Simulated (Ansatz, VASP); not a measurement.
NbAs: VASP beside Ansatz

Contents of INCAR:

```
PREC = Accurate
ENCUT = 520
EDIFF = 1E-6
ISMEAR = -1
SIGMA = 0.05
LREAL = False
LASPH = True
NELM = 80
ALGO = Normal
ISIF = 2
LWAVE = False
LCHARG = True
GGA = CA
LELF = True
LVHAR = True
NBANDS = 26
```

File KPOINTS:

```
regular mesh
0
Gamma
  11 11 11
```

Contents of POSCAR:

```
NbAs
1.0
   -1.7258500000      1.7258500000      5.8400000000
    1.7258500000     -1.7258500000      5.8400000000
    1.7258500000      1.7258500000     -5.8400000000
Nb As
2 2
Direct
    0.5000000000      0.0000000000      0.5000000000
    0.7500000000      0.7500000000      0.0000000000
    0.9160000000      0.4160000000      0.5000000000
    0.1660000000      0.1660000000      0.0000000000
```

The input input.yaml:

```yaml
crystal:
  lattice:
    - [-1.72585, 1.72585, 5.84]
    - [1.72585, -1.72585, 5.84]
    - [1.72585, 1.72585, -5.84]
  atoms:
    - { symbol: Nb, position: [0.5, 0.0, 0.5] }
    - { symbol: Nb, position: [0.75, 0.75, 0.0] }
    - { symbol: As, position: [0.916, 0.416, 0.5] }
    - { symbol: As, position: [0.166, 0.166, 0.0] }
kpoints:
  mp_grid: { grid: [11, 11, 11] }
  band_path:
    path:
      - [0.0, 0.0, 0.0]
      - [-0.5, 0.5, 0.0]
      - [-0.5, 0.5, -0.0436667032]
      - [-0.2718333516, 0.2718333516, -0.2718333516]
      - [0.0, 0.0, 0.0]
      - [0.5, 0.5, -0.5]
      - [0.2718333516, 0.7281666484, -0.7281666484]
      - [0.0, 0.5, -0.5]
    npoints: 12
scf:
  occupations: { method: fermi_dirac, width: 0.05 }
hamiltonian:
  xc: lda
  pseudopotentials: { kind: all_electron, lapw: { basis_error: 0.002 } }
output:
  forces: true
  stress: true
  eigenvalues: true
```

Alike in both runs: functional LDA; k mesh 11 × 11 × 11; occupations fermi-dirac, width 0.05 eV; no spin polarisation.

|  | VASP | Ansatz |
| --- | --- | --- |
| version | VASP 6.6.1 | Ansatz 0.2.0 |
| potentials or method | VASP PAW LDA potentials, release 64 (Nb_sv, As), cutoff 520 eV | all-electron LAPW, scalar-relativistic |
| task | single point | band structure |

```csv
,VASP,Ansatz,Ansatz less VASP
gap on the k mesh at the Fermi level (eV),none,none,-
pressure (GPa),-5.2,-5.5,-0.31
"traceless stress, the component that is largest in VASP (GPa)",0.97,1.03,+0.063
rms of the force components (eV/Å),0.161,0.159,-0.0022
```

LDA's correlation is that of Perdew and Zunger in VASP and of Perdew and Wang (1992) in Ansatz. Atom by atom the forces differ by 0.002 eV/Å (rms over components). A gap of «none» marks a metal or a gap that the smearing closes. Ansatz ran all-electron here, and VASP with PAW potentials.
